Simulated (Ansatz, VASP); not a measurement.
**Mn in VASP and in Ansatz**

Contents of POSCAR:

```
Mn
1.0
    0.0000000000      3.1134671004      0.0000000000
    3.1134671004      0.0000000000      0.0000000000
    3.1134671004      3.1134671004     -3.1134671004
Mn
2
Direct
    0.0000000000      0.0000000000      0.0000000000
    0.0000000000      0.0000000000      0.5000000000
```

The input INCAR.step1:

```
SYSTEM = Mn
PREC = Accurate
ENCUT = 520
ISMEAR = 0
SIGMA = 0.05
LREAL = .False.
LASPH = .True.
NELM = 150
ISPIN = 2
MAGMOM = 4.24 -4.24
LMAXMIX = 4
NBANDS = 24
GGA = PE
ALGO = Normal
EDIFF = 1E-4
LWAVE = .True.
LCHARG = .False.
```

The input INCAR.step2:

```
SYSTEM = Mn
PREC = Accurate
ENCUT = 520
EDIFF = 1E-7
ISMEAR = 0
SIGMA = 0.05
LREAL = .False.
LASPH = .True.
NELM = 150
ALGO = Normal
ISIF = 2
LWAVE = .False.
LCHARG = .False.
ISPIN = 2
MAGMOM = 4.24 -4.24
LORBIT = 11
LMAXMIX = 4
METAGGA = R2SCAN
LMIXTAU = .True.
NBANDS = 24
ISTART = 1
```

KPOINTS

```
regular mesh
0
Gamma
  20 20 10
  0 0 0
```

Input for Ansatz:

```yaml
crystal:
  lattice:
    - [0.0, 3.1134671004, 0.0]
    - [3.1134671004, 0.0, 0.0]
    - [3.1134671004, 3.1134671004, -3.1134671004]
  atoms:
    - { symbol: Mn, position: [0.0, 0.0, 0.0], spin: 4.24 }
    - { symbol: Mn, position: [0.0, 0.0, 0.5], spin: -4.24 }
basis:
  ecutwfc: 500
  ecutrho_ratio: 4
kpoints:
  mp_grid: { grid: [20, 20, 10] }
  band_path:
    path:
      - [[0.0, 0.0, 0.0], [1.0, 0.0, 1.0], [0.5, 0.5, 1.0], [0.0, 0.0, 0.0], [0.5, 0.5, 0.5], [1.0, 0.0, 1.0]]
      - [[0.5, 0.5, 0.5], [0.5, 0.5, 1.0]]
    npoints: 14
hamiltonian:
  xc: r2scan
scf:
  occupations: { method: gaussian, width: 0.05 }
  n_extra_bands: 17
output:
  forces: true
  stress: true
  eigenvalues: true
  populations: true
  dos: { projected: true, de: 0.02, nscf_kmesh: { grid: [30, 30, 15] } }
  bader: true
magnetization:
  spin_polarized: true
checkpoint:
  read: start.run
  write: ck
  compress: false
  write_wavefunctions: false
  write_every: 100000
```

Alike in both runs: task single point; functional r2SCAN; k mesh 20 × 20 × 10; occupations gaussian, width 0.05 eV; collinear spin.

```csv
,VASP,Ansatz
version,VASP 6.6.1,Ansatz 0.2.0
potentials or method,"VASP PAW PBE potentials, release 64 (Mn_pv), cutoff 520 eV","scalar-relativistic, plane waves, PAW"
valence electrons in the cell,26,30
```

```csv
,VASP,Ansatz,Ansatz less VASP
gap on the k mesh at the Fermi level (eV),none,none,-
pressure (GPa),-0.6,-1.0,-0.33
net moment per atom (μB),0.00,0.00,0.000
size of the moment on the site where the two differ most (μB),3.87,3.86,-0.011
```

VASP's potentials were made for PBE, not for r2SCAN. Site moments also hang on the region over which each program counts them. A gap of «none» marks a metal or a gap that the smearing closes. The functional is the same, so the differences come from potentials, cutoffs and numerics. VASP's potentials hold 26 valence electrons a cell and Ansatz's 30, so a difference there can come from the potentials and not from the codes. Ansatz's warnings: stability check not made.
